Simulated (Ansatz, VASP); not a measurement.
**SnO2 in VASP and in Ansatz**

File INCAR:

```
SYSTEM = SnO2
ALGO = Normal ; EDIFF = 1E-6
ENCUT = 520 ; ISIF = 2
ISMEAR = 0 ; LASPH = .TRUE.
LCHARG = .TRUE. ; LELF = .TRUE.
LREAL = .FALSE. ; LVHAR = .TRUE.
LWAVE = .FALSE. ; NBANDS = 35
NELM = 100 ; PREC = Accurate
SIGMA = 0.05
```

Contents of KPOINTS:

```
k-points
0
G
  6 6 8
  0 0 0
```

POSCAR

```
SnO2
1.0
    4.6504524040      0.0000000000      0.0000000000
    0.0000000000      4.6533827826      0.0000000000
    0.0000000000      0.0000000000      3.2378696909
Sn O
2 4
Direct
    0.5000000000      0.5000000000      0.5000000000
    0.0000000000      0.0000000000      0.0000000000
    0.3055669685      0.3065721192      0.0000000000
    0.8055669685      0.1934278808      0.5000000000
    0.1944330315      0.8065721192      0.5000000000
    0.6944330315      0.6934278808      0.0000000000
```

Input for Ansatz:

```yaml
crystal:
  lattice:
    - [4.650452404, 0.0, 0.0]
    - [0.0, 4.6533827826, 0.0]
    - [0.0, 0.0, 3.2378696909]
  atoms:
    - { symbol: Sn, position: [0.5, 0.5, 0.5] }
    - { symbol: Sn, position: [0.0, 0.0, 0.0] }
    - { symbol: O, position: [0.3055669685, 0.3065721192, 0.0] }
    - { symbol: O, position: [0.8055669685, 0.1934278808, 0.5] }
    - { symbol: O, position: [0.1944330315, 0.8065721192, 0.5] }
    - { symbol: O, position: [0.6944330315, 0.6934278808, 0.0] }
basis:
  ecutwfc: 420
kpoints:
  mp_grid: { grid: [6, 6, 8] }
hamiltonian:
  xc: lda
scf:
  occupations: { method: gaussian, width: 0.05 }
output:
  forces: true
  stress: true
  eigenvalues: true
  write_density: true
  write_potential: true
  elf: true
  volumetric_format: npy
```

Change from the starting cell: strain -0.015 along x and y, +0.015 along z, atoms carried along.

Alike in both runs: task single point; functional LDA; k mesh 6 × 6 × 8; occupations gaussian, width 0.05 eV; no spin polarisation.

|  | VASP | Ansatz |
| --- | --- | --- |
| version | VASP 6.6.1 | Ansatz 0.2.0 |
| potentials or method | VASP PAW LDA potentials, release 64 (Sn_d, O), cutoff 520 eV | scalar-relativistic, plane waves, PAW |
| valence electrons in the cell | 52 | 52 |

|  | VASP | Ansatz | Ansatz less VASP |
| --- | --- | --- | --- |
| gap on the k mesh at the Fermi level (eV) | 1.29 | 1.26 | -0.037 |
| least direct gap on the mesh (eV) | 1.29 | 1.26 | -0.037 |
| pressure (GPa) | 3.5 | 2.3 | -1.12 |
| traceless stress, the component that is largest in VASP (GPa) | -3.78 | -4.01 | -0.231 |
| rms of the force components (eV/Å) | 0.038 | 0.041 | +0.0037 |

LDA's correlation is that of Perdew and Zunger in VASP and of Perdew and Wang (1992) in Ansatz. Atom by atom the forces differ by 0.004 eV/Å (rms over components).
